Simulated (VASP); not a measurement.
# BaZrO3 in VASP: further runs

The runs below take BaZrO3 through single point, relaxation of the atoms, with PBEsol, LDA, LAK, PBE.

Program: VASP 6.6.1. These are calculated values, not measurements. Logs are shortened: lines on timing, memory, paths and dates and some standing lists are left out, and cuts for length are marked.

### Step 1. The cell of the first run

Symmetry: Pm-3m, No. 221, cubic system. Conventional cell: a = 4.191 Å, b = 4.191 Å, c = 4.191 Å, α = 90.00°, β = 90.00°, γ = 90.00°. Within 3.9 Å of Ba (site symmetry m-3m) lie 12 O at 2.96 Å and 8 Zr at 3.63 Å. Within 2.8 Å of Zr (site symmetry m-3m) lie 6 O at 2.10 Å. Within 2.8 Å of O (site symmetry 4/mmm) lie 2 Zr at 2.10 Å.

### Step 2. Single point, PBEsol, non-collinear spin, zero start, spin-orbit coupling

Input file INCAR:

```
SYSTEM = BaZrO3
ALGO = Normal ; EDIFF = 1E-7
ENCUT = 520 ; GGA = PS
GGA_COMPAT = .False. ; ISIF = 2
ISMEAR = -1 ; LASPH = .True.
LCHARG = .False. ; LMAXMIX = 4
LORBIT = 11 ; LORBMOM = .True.
LREAL = .False. ; LSORBIT = .True.
LWAVE = .False. ; MAGMOM = 0 0 0 0 0 0 0 0 0 0 0 0 0 0 0
NBANDS = 55 ; NELM = 150
PREC = Accurate ; SIGMA = 0.05
```

Input file KPOINTS:

```
k-points
0
Gamma
  5 5 5
  0 0 0
```

Input file POSCAR:

```
BaZrO3
1.0
    4.1913400000      0.0000000000      0.0000000000
    0.0000000000      4.1913400000      0.0000000000
    0.0000000000      0.0000000000      4.1913400000
Ba Zr O
1 1 3
Direct
    0.0000000000      0.0000000000      0.0000000000
    0.5000000000      0.5000000000      0.5000000000
    0.5000000000      0.5000000000      0.0000000000
    0.5000000000      0.0000000000      0.5000000000
    0.0000000000      0.5000000000      0.5000000000
```

Potentials or basis: VASP PAW PBE potentials, release 64 (Ba_sv, Zr_sv, O).

Started as:

```sh
$ cat potpaw_PBE.64/Ba_sv/POTCAR potpaw_PBE.64/Zr_sv/POTCAR potpaw_PBE.64/O/POTCAR > POTCAR
$ mpirun -np 1 vasp_ncl > vasp.out
```

OUTCAR:

```text
SYSTEM = BaZrO3
   EDIFF = 1E-7
   ENCUT = 520
   GGA = PS
   ISIF = 2
   ISMEAR = -1
   LASPH = .True.
   LORBIT = 11
   LREAL = .False.
   LSORBIT = .True.
   NELM = 150
   PREC = Accurate

 ion  position               nearest neighbor table
   1  0.000  0.000  0.000-   3 2.96   4 2.96   5 2.96   4 2.96   5 2.96   3 2.96   5 2.96   5 2.96
                             3 2.96   4 2.96   4 2.96   3 2.96   2 3.63   2 3.63   2 3.63   2 3.63
   2  0.500  0.500  0.500-   3 2.10   4 2.10   5 2.10   3 2.10   4 2.10   5 2.10   1 3.63   1 3.63
                             1 3.63   1 3.63   1 3.63   1 3.63   1 3.63   1 3.63
   3  0.500  0.500  0.000-   2 2.10   2 2.10   1 2.96   1 2.96   1 2.96   1 2.96
   4  0.500  0.000  0.500-   2 2.10   2 2.10   1 2.96   1 2.96   1 2.96   1 2.96
   5  0.000  0.500  0.500-   2 2.10   2 2.10   1 2.96   1 2.96   1 2.96   1 2.96

  LATTYP: Found a simple cubic cell.
 ALAT       =     4.1913400000

  Lattice vectors:

 A1 = (   4.1913400000,   0.0000000000,   0.0000000000)
 A2 = (   0.0000000000,   4.1913400000,   0.0000000000)
 A3 = (   0.0000000000,   0.0000000000,   4.1913400000)

Analysis of symmetry for initial positions (statically):
=====================================================================
 Subroutine PRICEL returns:
 Original cell was already a primitive cell.

 Routine SETGRP: Setting up the symmetry group for a
 simple cubic supercell.

 Subroutine GETGRP returns: Found 48 space group operations
 (whereof 48 operations were pure point group operations)
 out of a pool of 48 trial point group operations.

The static configuration has the point symmetry O_h .

Analysis of symmetry for dynamics (positions and initial velocities):
=====================================================================
 Subroutine PRICEL returns:
 Original cell was already a primitive cell.

 Routine SETGRP: Setting up the symmetry group for a
 simple cubic supercell.

 Subroutine GETGRP returns: Found 48 space group operations
 (whereof 48 operations were pure point group operations)
 out of a pool of 48 trial point group operations.

The dynamic configuration has the point symmetry O_h .

Analysis of structural, dynamic, and magnetic symmetry:
=====================================================================
 Subroutine PRICEL returns:
 Original cell was already a primitive cell.

 Routine SETGRP: Setting up the symmetry group for a
 simple cubic supercell.

 Subroutine GETGRP returns: Found 48 space group operations
 (whereof 48 operations were pure point group operations)
 out of a pool of 48 trial point group operations.

The overall configuration has the point symmetry O_h .

 Subroutine INISYM returns: Found 48 space group operations
 (whereof 48 operations are pure point group operations),
 and found     1 'primitive' translations

----------------------------------------------------------------------------------------

                                     Primitive cell

  volume of cell :      73.6307

  direct lattice vectors                    reciprocal lattice vectors
     4.191340000  0.000000000  0.000000000     0.238587182  0.000000000  0.000000000
     0.000000000  4.191340000  0.000000000     0.000000000  0.238587182  0.000000000
     0.000000000  0.000000000  4.191340000     0.000000000  0.000000000  0.238587182

  length of vectors
     4.191340000  4.191340000  4.191340000     0.238587182  0.238587182  0.238587182

  position of ions in fractional coordinates (direct lattice)
     0.000000000  0.000000000  0.000000000
     0.500000000  0.500000000  0.500000000
     0.500000000  0.500000000  0.000000000
     0.500000000  0.000000000  0.500000000
     0.000000000  0.500000000  0.500000000

  ion indices of the primitive-cell ions
   primitive index   ion index
                 1           1
                 2           2
                 3           3
[... 110 lines left out ...]
  energy without entropy =      -43.88232741  energy(sigma->0) =      -43.88232741

 E-fermi :   4.7183     XC(G=0): -11.0228

 val. band max:        3.5287048207   @ k =   0.4000   0.4000   0.4000
 cond. band min:       6.7126222000   @ k =   0.0000   0.0000   0.0000
 fundamental gap:      3.1839173793
 Fermi energy:         4.7183044069

 k-point     1 :       0.0000    0.0000    0.0000
  band No.  band energies     occupation
      1     -43.2436      1.00000
      2     -43.2436      1.00000
      3     -22.5800      1.00000
      4     -22.5800      1.00000
      5     -21.6077      1.00000
      6     -21.6077      1.00000
[... 539 lines left out ...]
     51      10.8391      0.00000
     52      10.8391      0.00000
 [bands above 52 left out]

------------------------ aborting loop because EDIFF is reached ----------------------------------------

  FORCE on cell =-STRESS in cart. coord.  units (eV):
  Direction    XX          YY          ZZ          XY          YZ          ZX
  --------------------------------------------------------------------------------------
  -------------------------------------------------------------------------------------
  Total       -0.0436573     -0.0436573     -0.0436573      0.0000000     -0.0000000     -0.0000000
  in kB       -0.9499670     -0.9499670     -0.9499670      0.0000000     -0.0000000     -0.0000000
  external PRESSURE =      -0.9499670 kB  Pullay stress =       0.0000000 kB

 VOLUME and BASIS-vectors are now :
 -----------------------------------------------------------------------------
  energy-cutoff  :      520.00
  volume of cell :       73.63
      direct lattice vectors                 reciprocal lattice vectors
     4.191340000  0.000000000  0.000000000     0.238587182  0.000000000  0.000000000
     0.000000000  4.191340000  0.000000000     0.000000000  0.238587182  0.000000000
     0.000000000  0.000000000  4.191340000     0.000000000  0.000000000  0.238587182

 POSITION                                       TOTAL-FORCE (eV/Angst)
 -----------------------------------------------------------------------------------
      0.00000      0.00000      0.00000         0.000000      0.000000      0.000000
      2.09567      2.09567      2.09567         0.000000      0.000000      0.000000
      2.09567      2.09567      0.00000         0.000000      0.000000      0.000000
      2.09567      0.00000      2.09567         0.000000      0.000000      0.000000
      0.00000      2.09567      2.09567         0.000000      0.000000      0.000000
 -----------------------------------------------------------------------------------
    total drift:                                0.000000     -0.000000     -0.000000

  FREE ENERGIE OF THE ION-ELECTRON SYSTEM (eV)
  ---------------------------------------------------
  free  energy   TOTEN  =       -43.8823274134 eV

  energy  without entropy=      -43.8823274133  energy(sigma->0) =      -43.88232741

 orbital moment (x)

 # of ion     p       d       tot
 ----------------------------------------
  1         0.000  -0.000  -0.000
  2         0.000  -0.000  -0.000
  3         0.000   0.000   0.000
  4         0.000   0.000   0.000
  5        -0.000   0.000  -0.000
 ----------------------------------------
           -0.000  -0.000  -0.000

 orbital moment (y)

 # of ion     p       d       tot
 ----------------------------------------
  1         0.000  -0.000  -0.000
  2         0.000  -0.000  -0.000
  3         0.000   0.000   0.000
  4         0.000   0.000   0.000
  5         0.000   0.000   0.000
 ----------------------------------------
            0.000  -0.000  -0.000

 orbital moment (z)

 # of ion     p       d       tot
 ----------------------------------------
  1         0.000   0.000   0.000
  2         0.000   0.000   0.000
  3         0.000   0.000   0.000
  4         0.000   0.000   0.000
  5        -0.000   0.000  -0.000
 ----------------------------------------
            0.000   0.000   0.000

 Spin-Orbit-Coupling matrix elements

 Ion:    1  E_soc:     -0.3872673
 l=   1
     0.0000000    -0.0644027    -0.0644027
    -0.0644027     0.0000000    -0.0644027
    -0.0644027    -0.0644027     0.0000000
 l=   2
     0.0000000    -0.0000320     0.0000000    -0.0000320    -0.0001098
    -0.0000320     0.0000000    -0.0000824    -0.0000320    -0.0000275
     0.0000000    -0.0000824     0.0000000    -0.0000824     0.0000000
    -0.0000320    -0.0000320    -0.0000824     0.0000000    -0.0000275
    -0.0001098    -0.0000275     0.0000000    -0.0000275     0.0000000
 l=   3
     0.0000000     0.0000000     0.0000000     0.0000000     0.0000000     0.0000000     0.0000000
     0.0000000     0.0000000     0.0000000     0.0000000     0.0000000     0.0000000     0.0000000
     0.0000000     0.0000000     0.0000000     0.0000000     0.0000000     0.0000000     0.0000000
     0.0000000     0.0000000     0.0000000     0.0000000     0.0000000     0.0000000     0.0000000
[... 69 lines left out ...]
 l=   2
     0.0000000     0.0000000     0.0000000     0.0000000     0.0000000
     0.0000000     0.0000000     0.0000000     0.0000000     0.0000000
     0.0000000     0.0000000     0.0000000     0.0000000     0.0000000
     0.0000000     0.0000000     0.0000000     0.0000000     0.0000000
     0.0000000     0.0000000     0.0000000     0.0000000     0.0000000
 l=   3
     0.0000000     0.0000000     0.0000000     0.0000000     0.0000000     0.0000000     0.0000000
     0.0000000     0.0000000     0.0000000     0.0000000     0.0000000     0.0000000     0.0000000
     0.0000000     0.0000000     0.0000000     0.0000000     0.0000000     0.0000000     0.0000000
     0.0000000     0.0000000     0.0000000     0.0000000     0.0000000     0.0000000     0.0000000
     0.0000000     0.0000000     0.0000000     0.0000000     0.0000000     0.0000000     0.0000000
     0.0000000     0.0000000     0.0000000     0.0000000     0.0000000     0.0000000     0.0000000
     0.0000000     0.0000000     0.0000000     0.0000000     0.0000000     0.0000000     0.0000000

 total charge

# of ion       s       p       d       tot
------------------------------------------
    1        1.997   5.614   0.275   7.887
    2        2.203   6.087   1.445   9.735
    3        1.557   3.465   0.000   5.022
    4        1.557   3.465   0.000   5.022
    5        1.557   3.465   0.000   5.022
--------------------------------------------------
tot          8.870  22.096   1.720  32.687

 magnetization (x)

# of ion       s       p       d       tot
------------------------------------------
    1        0.000  -0.000   0.000  -0.000
    2       -0.000   0.000  -0.000  -0.000
    3        0.000  -0.000   0.000   0.000
    4       -0.000   0.000   0.000  -0.000
    5        0.000   0.000   0.000   0.000
--------------------------------------------------
tot         -0.000  -0.000  -0.000  -0.000

 magnetization (y)

# of ion       s       p       d       tot
------------------------------------------
    1        0.000   0.000   0.000   0.000
    2       -0.000   0.000   0.000   0.000
    3       -0.000  -0.000   0.000  -0.000
    4        0.000   0.000   0.000   0.000
    5        0.000   0.000   0.000   0.000
--------------------------------------------------
tot          0.000   0.000   0.000   0.000

 magnetization (z)

# of ion       s       p       d       tot
------------------------------------------
    1       -0.000   0.000  -0.000  -0.000
    2       -0.000   0.000  -0.000  -0.000
    3        0.000   0.000   0.000   0.000
    4        0.000  -0.000   0.000  -0.000
    5       -0.000   0.000   0.000   0.000
--------------------------------------------------
tot         -0.000   0.000  -0.000  -0.000
```

Run time: 2.4 min. Hardware: 1 thread of Intel Xeon Platinum 8259CL at 2.50GHz (Skylake/Cascade Lake), shared host; peak memory 0.34 GiB.

Results:

* Free energy: -43.8823 eV
* Pressure: -0.1 GPa
* Net moment: 0.00 μB per cell
* Valence electrons inside the program's atomic spheres: Ba 7.89; Zr 9.73; O 5.02

Moments on the atoms (μB; x, y, z):
```
Ba  0.00 0.00 0.00
Zr  0.00 0.00 0.00
O   0.00 0.00 0.00
O   0.00 0.00 0.00
O   0.00 0.00 0.00
```

Caveat: the PAW data sets were made with another functional, which shifts forces and pressure a little.

(Continued in part 2 of 3.)
